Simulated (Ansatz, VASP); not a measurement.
**One calculation of Si3N4, two programs**

```
CELL_PARAMETERS angstrom
-3.19360 3.19360 3.19360
3.19360 -3.19360 3.19360
3.19360 3.19360 -3.19360
ATOMIC_POSITIONS crystal
Si 0.25000 0.12500 0.87500
Si 0.87500 0.25000 0.12500
Si 0.75000 0.37500 0.62500
Si 0.62500 0.75000 0.37500
Si 0.12500 0.87500 0.25000
Si 0.37500 0.62500 0.75000
N 0.56280 0.56280 0.56280
N 0.43720 0.50000 0.00000
N 0.50000 0.00000 0.93720
N 0.00000 0.43720 0.50000
N 0.93720 0.50000 0.00000
N 0.06280 0.06280 0.06280
N 0.00000 0.93720 0.50000
N 0.50000 0.00000 0.43720
```

Change from the starting cell: volume scaled by 0.96, ions relaxed.

Alike in both runs: task relaxation of the atoms; functional PBE; k mesh 6 × 6 × 6; occupations fermi-dirac, width 0.02 eV; no spin polarisation.

```csv
,VASP,Ansatz
version,VASP 6.6.1,Ansatz 0.2.0
potentials or method,"VASP PAW PBE potentials, release 64 (Si, N)","plane-wave PAW, scalar-relativistic"
plane-wave cutoff (eV),520,420
valence electrons in the cell,64,64
```

|  | VASP | Ansatz | Ansatz less VASP |
| --- | --- | --- | --- |
| gap on the k mesh at the Fermi level, each at its own relaxed structure (eV) | 4.20 | 4.20 | +0.006 |

Ansatz's warnings: stress scf threshold loose.
